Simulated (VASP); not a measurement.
# Si3Bi2TeSe2 (P3m1) in VASP: further runs

Si3Bi2TeSe2 is run at these levels: PBE; tasks: single point, relaxation of cell and atoms.

All numbers are computed with VASP 6.6.1; they aren't measurements. Logs are shortened: lines on timing, memory, paths and dates and some standing lists are left out, and cuts for length are marked.

## Step 1: The cell of the first run

It takes space group P3m1 (No. 156, trigonal). Conventional cell: a = 4.040 Å, b = 4.040 Å, c = 14.910 Å, α = 90.00°, β = 90.00°, γ = 120.00°. Within 3.4 Å of Si (site symmetry 3m) lie 3 Se at 2.61 Å and 3 Bi at 3.09 Å. Within 3.6 Å of Si (site symmetry 3m) lie 3 Te at 2.75 Å and 3 Se at 3.03 Å. Within 3.4 Å of Si (site symmetry 3m) lie 3 Se at 2.61 Å and 3 Te at 3.14 Å. Within 4.1 Å of Bi (site symmetry 3m) lie 9 Bi at 3.04 to 4.04 Å and 3 Se at 3.87 Å. Bi (site symmetry 3m) has 9 Bi at 3.04 to 4.04 Å and 3 Si at 3.09 Å and 3 Se at 3.96 Å within 4.1 Å. Within 3.6 Å of Te (site symmetry 3m) lie 6 Si at 2.75 to 3.14 Å. Within 3.4 Å of Se (site symmetry 3m) lie 6 Si at 2.61 to 3.03 Å. Within 3.4 Å of Se (site symmetry 3m) lie 3 Si at 2.61 Å.

## Step 2: Single point, PBE

Contents of INCAR:

```
SYSTEM = Si3Bi2TeSe2
ALGO     = Normal         ! electronic algorithm
EDIFF    = 1E-6           ! SCF threshold, eV
ENCUT    = 520            ! plane-wave cutoff, eV
GGA      = PE             ! functional
ISIF     = 2              ! what is computed and relaxed
ISMEAR   = 0              ! smearing method
LASPH    = .TRUE.         ! aspherical terms in the spheres
LCHARG   = .TRUE.         ! write CHGCAR
LELF     = .TRUE.         ! ELF
LREAL    = .FALSE.        ! projectors in reciprocal space
LVHAR    = .TRUE.       
LWAVE    = .FALSE.        ! write WAVECAR
NBANDS   = 40             ! bands
NELM     = 100            ! most SCF steps
PREC     = Accurate       ! precision mode
SIGMA    = 0.01           ! smearing width, eV
```

Contents of KPOINTS:

```
k-points
0
G
  12 12 4
  0 0 0
```

Contents of POSCAR:

```
Si3Bi2TeSe2
1.0
    4.0400876827      0.0000000000      0.0000000000
   -2.0200438413      3.4988185667      0.0000000000
    0.0000000000      0.0000000000     14.9104095500
Si Bi Te Se
3 2 1 2
Direct
    0.0000000000      0.0000000000      0.3028718401
    0.6666666667      0.3333333333      0.5120184481
    0.3333333333      0.6666666667      0.7505665997
    0.3333333333      0.6666666667      0.0367406544
    0.6666666667      0.3333333333      0.1673197813
    0.0000000000      0.0000000000      0.6091149583
    0.3333333333      0.6666666667      0.3820724527
    0.6666666667      0.3333333333      0.8292952653
```

Potentials or basis: VASP PAW PBE potentials, release 64 (Si, Bi_d, Te, Se).

The run is started by

```bash
> cat potpaw_PBE.64/Si/POTCAR potpaw_PBE.64/Bi_d/POTCAR potpaw_PBE.64/Te/POTCAR potpaw_PBE.64/Se/POTCAR > POTCAR
> mpirun -np 1 vasp_std > vasp.out
```

OUTCAR:

```text
SYSTEM = Si3Bi2TeSe2
   EDIFF = 1E-6
   ENCUT = 520
   GGA = PE
   ISIF = 2
   ISMEAR = 0
   LASPH = .TRUE.
   LREAL = .FALSE.
   NELM = 100
   PREC = Accurate

 ion  position               nearest neighbor table
   1  0.000  0.000  0.303-   7 2.61   7 2.61   7 2.61   5 3.09   5 3.09   5 3.09
   2  0.667  0.333  0.512-   6 2.75   6 2.75   6 2.75
   3  0.333  0.667  0.751-   8 2.61   8 2.61   8 2.61   6 3.14   6 3.14   6 3.14
   4  0.333  0.667  0.037-   5 3.04   5 3.04   5 3.04
   5  0.667  0.333  0.167-   4 3.04   4 3.04   4 3.04   1 3.09   1 3.09   1 3.09
   6  0.000  0.000  0.609-   2 2.75   2 2.75   2 2.75   3 3.14   3 3.14   3 3.14
   7  0.333  0.667  0.382-   1 2.61   1 2.61   1 2.61
   8  0.667  0.333  0.829-   3 2.61   3 2.61   3 2.61

  LATTYP: Found a hexagonal cell.
 ALAT       =     4.0400876827
 C/A-ratio  =     3.6906153334

  Lattice vectors:

 A1 = (   4.0400876827,   0.0000000000,   0.0000000000)
 A2 = (  -2.0200438413,   3.4988185667,   0.0000000000)
 A3 = (   0.0000000000,   0.0000000000,  14.9104095500)

Analysis of symmetry for initial positions (statically):
=====================================================================
 Subroutine PRICEL returns:
 Original cell was already a primitive cell.

 Routine SETGRP: Setting up the symmetry group for a
 hexagonal supercell.

 Subroutine GETGRP returns: Found  6 space group operations
 (whereof  6 operations were pure point group operations)
 out of a pool of 24 trial point group operations.

The static configuration has the point symmetry C_3v.

Analysis of symmetry for dynamics (positions and initial velocities):
=====================================================================
 Subroutine PRICEL returns:
 Original cell was already a primitive cell.

 Routine SETGRP: Setting up the symmetry group for a
 hexagonal supercell.

 Subroutine GETGRP returns: Found  6 space group operations
 (whereof  6 operations were pure point group operations)
 out of a pool of 24 trial point group operations.

The dynamic configuration has the point symmetry C_3v.

 Subroutine INISYM returns: Found  6 space group operations
 (whereof  6 operations are pure point group operations),
 and found     1 'primitive' translations

----------------------------------------------------------------------------------------

                                     Primitive cell

  volume of cell :     210.7666
[... 106 lines left out ...]
   NFREE  =      0    steps in history (QN), initial steepest desc. (CG)
   ISIF   =      2    stress and relaxation
   ISYM   =      2    0-nonsym 1-usesym 2-fastsym
   POTIM  = 0.5000    time-step for ionic-motion
   TEBEG  =    0.0;   TEEND  =   0.0 temperature during run
   PSTRESS=    0.0 pullay stress
   NELECT =      60.0000    total number of electrons
   NUPDOWN=      -1.0000    fix difference up-down
   EMIN   =  10.00;   EMAX   =-10.00  energy-range for DOS
   EFERMI =   0.00;   METHOD = LEGACY
   ISMEAR =     0;   SIGMA  =   0.01  broadening in eV -4-tet -1-fermi 0-gaus
   EFERMI_NEDOS =   21; number of points for ismear=-14 and -15
   IALGO  =     38    algorithm
   IMIX   =      4    mixing-type and parameters
     AMIX     =   0.40;   BMIX     =  1.00
     AMIX_MAG =   1.60;   BMIX_MAG =  1.00
  volume/ion in A,a.u.               =      26.35       177.79
  Fermi-wavevector in a.u.,A,eV,Ry     =   1.076940  2.035121 15.780020  1.159799
  Thomas-Fermi vector in A             =   2.212838
   LORBIT       =      0    0 simple, 1 ext, 2 COOP (PROOUT), +10 PAW based schemes
   GGA     = PE    functional components
   LHFCALC =     F    Hartree Fock is set to
   AEXX    =    0.0000 exact exchange contribution
   IVDW    =     0    specifies the selected vdW correction
   LEPSILON=     F    determine dielectric tensor
   LRPA    =     F    only Hartree local field effects (RPA)
 non-spin polarized calculation
 Gauss-broadening in eV      SIGMA  =   0.01
  energy-cutoff  :      520.00
  volume of cell :      210.77
 maximum number of plane-waves:      5725
   NGX = 15   NGY = 15   NGZ = 55

 number of electron      59.9999993 magnetization

 Free energy of the ion-electron system (eV)
  ---------------------------------------------------
  ext. energy  EPLUGINS =         0.00000000
  ---------------------------------------------------
  free energy    TOTEN  =       -33.15669710 eV

  energy without entropy =      -33.15665871  energy(sigma->0) =      -33.15667791

 E-fermi :   6.0493     XC(G=0):  -9.5399

 val. band max:        6.0423207978   @ k =   0.5000   0.0000   0.2500
 cond. band min:       6.0721021079   @ k =   0.0000   0.4167   0.2500
 fundamental gap:      0.0297813101
 Fermi energy:         6.0492645552

 k-point     1 :       0.0000    0.0000    0.0000
  band No.  band energies     occupation
      1     -17.0135      2.00000
      2     -17.0135      2.00000
      3     -16.9012      2.00000
      4     -16.8864      2.00000
      5     -16.8864      2.00000
      6     -16.7016      2.00000
[... 1021 lines left out ...]
     39       9.2130      0.00000
     40       9.5847      0.00000

 [... further k-points ...]

------------------------ aborting loop because EDIFF is reached ----------------------------------------

  FORCE on cell =-STRESS in cart. coord.  units (eV):
  Direction    XX          YY          ZZ          XY          YZ          ZX
  --------------------------------------------------------------------------------------
  -------------------------------------------------------------------------------------
  Total        0.0158757      0.0158757      0.0124858      0.0000000      0.0000000      0.0000000
  in kB        0.1206817      0.1206817      0.0949132      0.0000000      0.0000000      0.0000000
  external PRESSURE =       0.1120922 kB  Pullay stress =       0.0000000 kB

 VOLUME and BASIS-vectors are now :
 -----------------------------------------------------------------------------
  energy-cutoff  :      520.00
  volume of cell :      210.77
      direct lattice vectors                 reciprocal lattice vectors
     4.040087683  0.000000000  0.000000000     0.247519380  0.142905381  0.000000000
    -2.020043841  3.498818567  0.000000000     0.000000000  0.285810762  0.000000000
     0.000000000  0.000000000 14.910409550     0.000000000  0.000000000  0.067067239

 POSITION                                       TOTAL-FORCE (eV/Angst)
 -----------------------------------------------------------------------------------
      0.00000      0.00000      4.51594         0.000000      0.000000      0.004435
      2.02004      1.16627      7.63440         0.000000      0.000000     -0.004803
     -0.00000      2.33255     11.19126        -0.000000      0.000000     -0.001775
     -0.00000      2.33255      0.54782         0.000000     -0.000000     -0.010298
      2.02004      1.16627      2.49481        -0.000000      0.000000      0.006408
      0.00000      0.00000      9.08215         0.000000      0.000000      0.005960
     -0.00000      2.33255      5.69686         0.000000     -0.000000     -0.001070
      2.02004      1.16627     12.36513         0.000000      0.000000      0.001143
 -----------------------------------------------------------------------------------
    total drift:                                0.000000      0.000000     -0.000208

  FREE ENERGIE OF THE ION-ELECTRON SYSTEM (eV)
  ---------------------------------------------------
  free  energy   TOTEN  =       -33.1566971040 eV

  energy  without entropy=      -33.1566587146  energy(sigma->0) =      -33.15667791
```

stdout:

```text
POSCAR found type information on POSCAR SiBiTeSe
 POSCAR found :  4 types and       8 ions
 scaLAPACK will be used
 LDA part: xc-table for (Slater+PW92), standard interpolation
 POSCAR, INCAR and KPOINTS ok, starting setup
 FFT: planning ... GRIDC
 FFT: planning ... GRID_SOFT
 FFT: planning ... GRID
 WAVECAR not read
 entering main loop
```

Run time: 5 min. Hardware: 1 thread of Intel Xeon 6975P-C (Granite Rapids), shared host; peak memory 0.69 GiB.

What came out:

```yaml
Free_energy: -33.1567 eV
Pressure: 0.0 GPa
Largest_force: 0.010 eV/Å
Band_gap_on_the_k_mesh: zero (bands 30 and 31 overlap by 0.05 eV)
```

Forces in eV/Å, atoms in the order of the input:
```
Si   0.000  0.000  0.004
Si   0.000  0.000 -0.005
Si   0.000  0.000 -0.002
Bi   0.000  0.000 -0.010
Bi   0.000  0.000  0.006
Te   0.000  0.000  0.006
Se   0.000  0.000 -0.001
Se   0.000  0.000  0.001
```

Caveat: spin-orbit coupling is left out, which moves the levels of the heavy elements; this functional lacks dispersion, which binds the layers, so the pressure and a relaxed spacing across them are unreliable.

## Step 3: Relaxation of cell and atoms, PBE

Contents of INCAR:

```
SYSTEM = Si3Bi2TeSe2
ALGO = Normal ; EDIFF = 1E-7
EDIFFG = -0.01 ; ENCUT = 600
GGA = PE ; IBRION = 2
ISIF = 3 ; ISMEAR = 0
LASPH = .TRUE. ; LCHARG = .FALSE.
LREAL = .FALSE. ; LWAVE = .FALSE.
NELM = 80 ; NSW = 100
PREC = Accurate ; SIGMA = 0.01
```

KPOINTS is that of step 2.

Contents of POSCAR:

```
Si3Bi2TeSe2
1.0
    4.0334674660      0.0000000000      0.0000000000
   -2.0167337330      3.4930852909      0.0000000000
    0.0000000000      0.0000000000     14.9760044711
Si Bi Te Se
3 2 1 2
Direct
    0.0000000000      0.0000000000      0.2993497596
    0.6666666667      0.3333333333      0.5152066154
    0.3333333333      0.6666666667      0.7515074761
    0.3333333333      0.6666666667      0.0393585646
    0.6666666667      0.3333333333      0.1699376903
    0.0000000000      0.0000000000      0.6091160519
    0.3333333333      0.6666666667      0.3791325296
    0.6666666667      0.3333333333      0.8263913125
```

Potentials or basis: VASP PAW PBE potentials, release 64 (Si, Bi_d, Te, Se).

The run is started by

```bash
> cat potpaw_PBE.64/Si/POTCAR potpaw_PBE.64/Bi_d/POTCAR potpaw_PBE.64/Te/POTCAR potpaw_PBE.64/Se/POTCAR > POTCAR
> mpirun -np 1 vasp_std > vasp.out
```

Run time: 2.5 h. Hardware: 1 thread of Intel Xeon 8259CL, shared host; peak memory 0.84 GiB.

The run converged. Its results:

* Free energy: -33.1569 eV
* Relaxed volume: 26.38 Å³/atom
* Relaxed cell: a = 4.041 Å, b = 4.041 Å, c = 14.925 Å, α = 90.00°, β = 90.00°, γ = 120.00°
* Space group after relaxing (to 0.1 Å): P3m1 (No. 156)
* Energy gained by relaxing: 2.7 meV/atom
* Ionic steps: 14
* Pressure after relaxing: 0.0 GPa
* Largest force after relaxing: 0.010 eV/Å
* Band gap on the k mesh: zero (bands 30 and 31 overlap by 0.04 eV)

Forces on the atoms (eV/Å):
```
Si   0.000  0.000  0.002
Si   0.000  0.000  0.009
Si   0.000  0.000 -0.005
Bi   0.000  0.000 -0.010
Bi   0.000  0.000 -0.003
Te   0.000  0.000  0.007
Se   0.000  0.000  0.001
Se   0.000  0.000 -0.001
```

The path:
```tsv
step	energy change (eV)	largest force (eV/Å)	pressure (GPa)	volume (Å³)
1	0.0000	0.3256	0.44	211.00
2	-0.0120	0.1486	-0.21	213.20
3	-0.0124	0.1443	-0.33	213.65
4	-0.0167	0.0647	-0.08	212.58
5	-0.0170	0.0780	0.01	212.21
6	-0.0179	0.0692	0.00	212.12
7	-0.0199	0.0617	-0.02	211.84
8	-0.0201	0.0952	-0.06	211.28
9	-0.0207	0.0646	-0.04	211.56
10	-0.0217	0.0287	0.02	211.11
11	-0.0218	0.0174	0.04	210.92
12	-0.0218	0.0198	-0.07	211.28
13	-0.0218	0.0115	-0.02	211.11
14	-0.0219	0.0098	-0.01	211.05
```

Final structure:
```
Si Bi Te Se
1.0
     4.04081    0.00000    0.00000
    -2.02040    3.49944    0.00000
     0.00000    0.00000   14.92499
Si Bi Te Se
3 2 1 2
Direct
  0.00000 0.00000 0.30304
  0.66667 0.33333 0.51160
  0.33333 0.66667 0.75045
  0.33333 0.66667 0.03731
  0.66667 0.33333 0.16781
  0.00000 0.00000 0.60863
  0.33333 0.66667 0.38206
  0.66667 0.33333 0.82911
```

Levels at points of the mesh, in eV from the Fermi level:
| k point | band 28 | band 29 | band 30 | band 31 | band 32 | band 33 |
| --- | --- | --- | --- | --- | --- | --- |
| (0.00, 0.00, 0.00) | -0.35 | 0.02 | 0.02 | 0.87 | 0.87 | 1.00 |
| (0.50, 0.00, 0.00) | -1.73 | -1.46 | -0.86 | 0.15 | 0.75 | 1.12 |
| (0.00, 0.00, 0.50) | -0.35 | 0.02 | 0.02 | 0.88 | 0.88 | 0.99 |
| (0.50, 0.00, 0.50) | -1.86 | -1.50 | -0.70 | -0.02 | 0.89 | 1.31 |

Caveat: spin-orbit coupling is left out, which moves the levels of the heavy elements; this functional lacks dispersion, which binds the layers, so the pressure and a relaxed spacing across them are unreliable.
